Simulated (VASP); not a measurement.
# PbS (Pm-3m) in VASP: further runs

PbS is run at these levels: PBE; tasks: single point.

Everything below comes from runs of VASP 6.6.1. Logs are shortened: lines on timing, memory, paths and dates and some standing lists are left out, and cuts for length are marked.

## 1. The cell of the first run

The structure is cubic, space group Pm-3m (No. 221). The conventional cell has a = 3.654 Å, b = 3.654 Å, c = 3.654 Å, α = 90.00°, β = 90.00°, γ = 90.00°. Pb (site symmetry m-3m) has 8 S at 3.16 Å and 6 Pb at 3.65 Å within 4.2 Å. Within 4.2 Å of S (site symmetry m-3m) lie 8 Pb at 3.16 Å and 6 S at 3.65 Å.

## 2. Single point, PBE

INCAR reads:

```
SYSTEM = PbS
ALGO = Normal
EDIFF = 1E-6
ENCUT = 520
GGA = PE
ISIF = 2
ISMEAR = 0
LASPH = .True.
LCHARG = .False.
LREAL = .False.
LWAVE = .False.
NBANDS = 17
NELM = 60
PREC = Accurate
SIGMA = 0.022
```

KPOINTS reads:

```
k-points
0
Gamma
  7 7 7
  0 0 0
```

POSCAR reads:

```
PbS
1.0
    3.6536590000      0.0000000000      0.0000000000
    0.0000000000      3.6536590000      0.0000000000
    0.0000000000      0.0000000000      3.6536590000
Pb S
1 1
Direct
    0.0000000000      0.0000000000      0.0000000000
    0.5000000000      0.5000000000      0.5000000000
```

Potentials or basis: VASP PAW PBE potentials, release 64 (Pb_d, S).

Run with:

```console
> cat potpaw_PBE.64/Pb_d/POTCAR potpaw_PBE.64/S/POTCAR > POTCAR
> mpirun -np 1 vasp_std > vasp.out
```

OUTCAR:

```text
SYSTEM = PbS
   EDIFF = 1E-6
   ENCUT = 520
   GGA = PE
   ISIF = 2
   ISMEAR = 0
   LASPH = .True.
   LREAL = .False.
   NELM = 60
   PREC = Accurate

 ion  position               nearest neighbor table
   1  0.000  0.000  0.000-   2 3.16   2 3.16   2 3.16   2 3.16   2 3.16   2 3.16   2 3.16   2 3.16

   2  0.500  0.500  0.500-   1 3.16   1 3.16   1 3.16   1 3.16   1 3.16   1 3.16   1 3.16   1 3.16

  LATTYP: Found a simple cubic cell.
 ALAT       =     3.6536590000

  Lattice vectors:

 A1 = (   3.6536590000,   0.0000000000,   0.0000000000)
 A2 = (   0.0000000000,   3.6536590000,   0.0000000000)
 A3 = (   0.0000000000,   0.0000000000,   3.6536590000)

Analysis of symmetry for initial positions (statically):
=====================================================================
 Subroutine PRICEL returns:
 Original cell was already a primitive cell.

 Routine SETGRP: Setting up the symmetry group for a
 simple cubic supercell.

 Subroutine GETGRP returns: Found 48 space group operations
 (whereof 48 operations were pure point group operations)
 out of a pool of 48 trial point group operations.

The static configuration has the point symmetry O_h .

Analysis of symmetry for dynamics (positions and initial velocities):
=====================================================================
 Subroutine PRICEL returns:
 Original cell was already a primitive cell.

 Routine SETGRP: Setting up the symmetry group for a
 simple cubic supercell.

 Subroutine GETGRP returns: Found 48 space group operations
 (whereof 48 operations were pure point group operations)
 out of a pool of 48 trial point group operations.

The dynamic configuration has the point symmetry O_h .

 Subroutine INISYM returns: Found 48 space group operations
 (whereof 48 operations are pure point group operations),
 and found     1 'primitive' translations

----------------------------------------------------------------------------------------

                                     Primitive cell

  volume of cell :      48.7735

  direct lattice vectors                    reciprocal lattice vectors
     3.653659000  0.000000000  0.000000000     0.273698230  0.000000000  0.000000000
     0.000000000  3.653659000  0.000000000     0.000000000  0.273698230  0.000000000
     0.000000000  0.000000000  3.653659000     0.000000000  0.000000000  0.273698230

  length of vectors
     3.653659000  3.653659000  3.653659000     0.273698230  0.273698230  0.273698230

  position of ions in fractional coordinates (direct lattice)
     0.000000000  0.000000000  0.000000000
     0.500000000  0.500000000  0.500000000

  ion indices of the primitive-cell ions
   primitive index   ion index
                 1           1
                 2           2

----------------------------------------------------------------------------------------

 KPOINTS: k-points

Automatic generation of k-mesh.
 Grid dimensions read from file:
 generate k-points for:    7    7    7

 Generating k-lattice:

  Cartesian coordinates                     Fractional coordinates (reciprocal lattice)
     0.039099747  0.000000000  0.000000000     0.142857143  0.000000000  0.000000000
     0.000000000  0.039099747  0.000000000     0.000000000  0.142857143  0.000000000
     0.000000000  0.000000000  0.039099747     0.000000000  0.000000000  0.142857143

  Length of vectors
     0.039099747  0.039099747  0.039099747

  Shift w.r.t. Gamma in fractional coordinates (k-lattice)
     0.000000000  0.000000000  0.000000000

 Subroutine IBZKPT returns following result:
 ===========================================

 Found     20 irreducible k-points:

 Following reciprocal coordinates:
            Coordinates               Weight
  0.000000  0.000000  0.000000      1.000000
  0.142857  0.000000  0.000000      6.000000
  0.285714  0.000000  0.000000      6.000000
  0.428571  0.000000  0.000000      6.000000
  0.142857  0.142857  0.000000     12.000000
  0.285714  0.142857  0.000000     24.000000
[... 12 lines left out ...]
  0.428571  0.428571  0.285714     24.000000
  0.428571  0.428571  0.428571      8.000000
   k-points           NKPTS =     20   k-points in BZ     NKDIM =     20   number of bands    NBANDS=     17
   number of dos      NEDOS =    301   number of ions     NIONS =      2
   total plane-waves  NPLWV =  21952
   dimension x,y,z NGX =    28 NGY =   28 NGZ =   28
   dimension x,y,z NGXF=    56 NGYF=   56 NGZF=   56
   ions per type =               1   1
   NGX,Y,Z   is equivalent  to a cutoff of  12.74, 12.74, 12.74 a.u.
   NGXF,Y,Z  is equivalent  to a cutoff of  25.48, 25.48, 25.48 a.u.
 SYSTEM =  PbS
   PREC   = accura    normal or accurate (medium, high low for compatibility)
   ISTART =      0    job   : 0-new  1-cont  2-samecut
   ICHARG =      2    charge: 1-file 2-atom 10-const
   ISPIN  =      1    spin polarized calculation?
   LNONCOLLINEAR =      F non collinear calculations
   LSORBIT =      F    spin-orbit coupling
   LASPH  =      T    aspherical Exc in radial PAW
   ENCUT  =  520.0 eV  38.22 Ry    6.18 a.u.   6.79  6.79  6.79*2*pi/ulx,y,z
   NELM   =     60;   NELMIN=  2; NELMDL= -5     # of ELM steps
   EDIFF  = 0.1E-05   stopping-criterion for ELM
   LREAL  =      F    real-space projection
   EDIFFG = 0.1E-04   stopping-criterion for IOM
   NSW    =      0    number of steps for IOM
   IBRION =     -1    ionic relax: 0-MD 1-quasi-New 2-CG
   NFREE  =      0    steps in history (QN), initial steepest desc. (CG)
   ISIF   =      2    stress and relaxation
   ISYM   =      2    0-nonsym 1-usesym 2-fastsym
   POTIM  = 0.5000    time-step for ionic-motion
   TEBEG  =    0.0;   TEEND  =   0.0 temperature during run
   PSTRESS=    0.0 pullay stress
   NELECT =      20.0000    total number of electrons
   NUPDOWN=      -1.0000    fix difference up-down
   EMIN   =  10.00;   EMAX   =-10.00  energy-range for DOS
   EFERMI =   0.00;   METHOD = LEGACY
   ISMEAR =     0;   SIGMA  =   0.02  broadening in eV -4-tet -1-fermi 0-gaus
   EFERMI_NEDOS =   21; number of points for ismear=-14 and -15
   IALGO  =     38    algorithm
   IMIX   =      4    mixing-type and parameters
     AMIX     =   0.40;   BMIX     =  1.00
     AMIX_MAG =   1.60;   BMIX_MAG =  1.00
  volume/ion in A,a.u.               =      24.39       164.57
  Fermi-wavevector in a.u.,A,eV,Ry     =   1.216252  2.298383 20.126668  1.479268
  Thomas-Fermi vector in A             =   2.351612
   LORBIT       =      0    0 simple, 1 ext, 2 COOP (PROOUT), +10 PAW based schemes
   GGA     = PE    functional components
   LHFCALC =     F    Hartree Fock is set to
   AEXX    =    0.0000 exact exchange contribution
   IVDW    =     0    specifies the selected vdW correction
   LEPSILON=     F    determine dielectric tensor
   LRPA    =     F    only Hartree local field effects (RPA)
 non-spin polarized calculation
 Gauss-broadening in eV      SIGMA  =   0.02
  energy-cutoff  :      520.00
  volume of cell :       48.77
 maximum number of plane-waves:      1357
 NGX is ok and might be reduce to    28
   NGX = 13   NGY = 13   NGZ = 13

 number of electron      19.9999995 magnetization

 Free energy of the ion-electron system (eV)
  ---------------------------------------------------
  ext. energy  EPLUGINS =         0.00000000
  ---------------------------------------------------
  free energy    TOTEN  =        -8.25232232 eV

  energy without entropy =       -8.25231488  energy(sigma->0) =       -8.25231860

 E-fermi :   6.0427     XC(G=0): -10.1669

 val. band max:        5.9947414558   @ k =   0.1429   0.1429   0.1429
 cond. band min:       6.0921308639   @ k =   0.4286   0.4286   0.4286
 fundamental gap:      0.0973894081
 Fermi energy:         6.0426638430

 k-point     1 :       0.0000    0.0000    0.0000
  band No.  band energies     occupation
      1     -10.8169      2.00000
      2     -10.8169      2.00000
      3     -10.6057      2.00000
      4     -10.6057      2.00000
      5     -10.6057      2.00000
      6      -7.0004      2.00000
[... 9 lines left out ...]
     16      18.8390      0.00000
     17      18.9064      0.00000

 k-point     2 :       0.1429    0.0000    0.0000
  band No.  band energies     occupation
      1     -10.8151      2.00000
      2     -10.7874      2.00000
      3     -10.6166      2.00000
      4     -10.6166      2.00000
      5     -10.6046      2.00000
      6      -6.8280      2.00000
[... 9 lines left out ...]
     16      18.6791      0.00000
     17      18.7126      0.00000

 k-point     3 :       0.2857    0.0000    0.0000
  band No.  band energies     occupation
      1     -10.8109      2.00000
      2     -10.7216      2.00000
      3     -10.6409      2.00000
      4     -10.6409      2.00000
      5     -10.6022      2.00000
      6      -6.3540      2.00000
[... 9 lines left out ...]
     16      16.9101      0.00000
     17      18.8902      0.00000

 k-point     4 :       0.4286    0.0000    0.0000
  band No.  band energies     occupation
      1     -10.8076      2.00000
      2     -10.6693      2.00000
      3     -10.6603      2.00000
      4     -10.6603      2.00000
      5     -10.6003      2.00000
      6      -5.8055      2.00000
[... 9 lines left out ...]
     16      18.6011      0.00000
     17      18.8742      0.00000
[... 263 lines left out ...]
      1     -10.7204      2.00000
      2     -10.7007      2.00000
      3     -10.6752      2.00000
      4     -10.6570      2.00000
      5     -10.6015      2.00000
      6      -5.0430      2.00000
[... 9 lines left out ...]
     16      17.1348      0.00000
     17      20.9103      0.00000

 k-point    19 :       0.4286    0.4286    0.2857
  band No.  band energies     occupation
      1     -10.7415      2.00000
      2     -10.6992      2.00000
      3     -10.6974      2.00000
      4     -10.6283      2.00000
      5     -10.5697      2.00000
      6      -4.8571      2.00000
[... 9 lines left out ...]
     16      18.0858      0.00000
     17      21.5802      0.00000

 k-point    20 :       0.4286    0.4286    0.4286
  band No.  band energies     occupation
      1     -10.7288      2.00000
      2     -10.7233      2.00000
      3     -10.7233      2.00000
      4     -10.5684      2.00000
      5     -10.5684      2.00000
      6      -4.7498      2.00000
[... 9 lines left out ...]
     16      19.0335      0.00000
     17      22.6232      0.00000

------------------------ aborting loop because EDIFF is reached ----------------------------------------

  FORCE on cell =-STRESS in cart. coord.  units (eV):
  Direction    XX          YY          ZZ          XY          YZ          ZX
  --------------------------------------------------------------------------------------
  -------------------------------------------------------------------------------------
  Total        0.0572712      0.0572712      0.0572712      0.0000000      0.0000000     -0.0000000
  in kB        1.8813215      1.8813215      1.8813215      0.0000000      0.0000000     -0.0000000
  external PRESSURE =       1.8813215 kB  Pullay stress =       0.0000000 kB

 VOLUME and BASIS-vectors are now :
 -----------------------------------------------------------------------------
  energy-cutoff  :      520.00
  volume of cell :       48.77
      direct lattice vectors                 reciprocal lattice vectors
     3.653659000  0.000000000  0.000000000     0.273698230  0.000000000  0.000000000
     0.000000000  3.653659000  0.000000000     0.000000000  0.273698230  0.000000000
     0.000000000  0.000000000  3.653659000     0.000000000  0.000000000  0.273698230

 POSITION                                       TOTAL-FORCE (eV/Angst)
 -----------------------------------------------------------------------------------
      0.00000      0.00000      0.00000         0.000000      0.000000      0.000000
      1.82683      1.82683      1.82683         0.000000      0.000000      0.000000
 -----------------------------------------------------------------------------------
    total drift:                               -0.000000      0.000000      0.000000

  FREE ENERGIE OF THE ION-ELECTRON SYSTEM (eV)
  ---------------------------------------------------
  free  energy   TOTEN  =        -8.2523223217 eV

  energy  without entropy=       -8.2523148793  energy(sigma->0) =       -8.25231860
```

Run time: 15 s. Hardware: 1 thread of Intel Xeon Platinum 8488C (Sapphire Rapids), shared host; peak memory 0.16 GiB.

Results:

```yaml
Free_energy: -8.2523 eV
Pressure: 0.2 GPa
Band_gap_on_the_k_mesh: 0.10 eV, indirect (least direct gap 1.42 eV)
```

Levels at points of the mesh, in eV from the valence-band top:
```csv
k point,band 8,band 9,band 10,band 11,band 12,band 13
"(0.00, 0.00, 0.00)",-1.45,-1.45,-1.45,5.61,5.61,6.64
```

Caveat: spin-orbit coupling is left out, which moves the levels of the heavy elements. A k mesh can miss the band edges.

(Continued in part 2 of 2.)
